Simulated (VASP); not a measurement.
Wanted: the native input for a VASP 6.6.1 run.

```yaml
Task: single point
Functional: PBE
Potentials_or_basis: VASP PAW PBE potentials, release 64 (Si, O)
Cutoff: 520 eV
k_mesh: 6 × 6 × 4
Occupations: gaussian, width 0.02 eV
Spin: no spin polarisation
Dipole_correction: no
Further_INCAR_settings: ALGO = Normal; EDIFF = 1e-06; NBANDS = 34
```

The structure of SiO2 lies in POSCAR:

```
SiO2
1.0
    4.9007756550      0.0000000000      0.0000000000
   -2.4503878275      4.2441962155      0.0000000000
    0.0000000000      0.0000000000      5.5156202568
Si O
3 6
Direct
    0.0000000000      0.5000000000      0.3333333333
    0.5000000000      0.5000000000      0.6666666667
    0.5000000000      0.0000000000      0.0000000000
    0.6013908948      0.8006954474      0.8333333333
    0.8006954474      0.6013908948      0.5000000000
    0.8006954474      0.1993045526      0.1666666667
    0.3986091052      0.1993045526      0.8333333333
    0.1993045526      0.3986091052      0.5000000000
    0.1993045526      0.8006954474      0.1666666667
```

One way to write it, as run:

INCAR

```
SYSTEM = SiO2
ALGO     = Normal         ! electronic algorithm
EDIFF    = 1E-6           ! SCF threshold, eV
ENCUT    = 520            ! plane-wave cutoff, eV
GGA      = PE             ! functional
ISIF     = 2              ! what is computed and relaxed
ISMEAR   = 0              ! smearing method
LASPH    = .TRUE.         ! aspherical terms in the spheres
LCHARG   = .TRUE.         ! write CHGCAR
LELF     = .TRUE.         ! ELF
LREAL    = .FALSE.        ! projectors in reciprocal space
LVHAR    = .TRUE.       
LWAVE    = .FALSE.        ! write WAVECAR
NBANDS   = 34             ! bands
NELM     = 60             ! most SCF steps
PREC     = Accurate       ! precision mode
SIGMA    = 0.02           ! smearing width, eV
```

KPOINTS

```
k-points
0
G
  6 6 4
  0 0 0
```

Potentials or basis: VASP PAW PBE potentials, release 64 (Si, O).

Launch:

```bash
$ cat potpaw_PBE.64/Si/POTCAR potpaw_PBE.64/O/POTCAR > POTCAR
$ mpirun -np 1 vasp_std > vasp.out
```

It gave:

```json
{
  "Pressure": "14.0 GPa",
  "Largest force": "0.015 eV/Å",
  "Band gap on the k mesh": "5.84 eV (least direct gap 5.93 eV)"
}
```

Caveat: the cell stands under pressure.

Wall time 68 s on 1 thread of Intel(R) Xeon(R) Platinum 8259CL CPU @ 2.50GHz (Skylake/Cascade Lake), with other jobs on the host, peak memory 0.23 GiB.
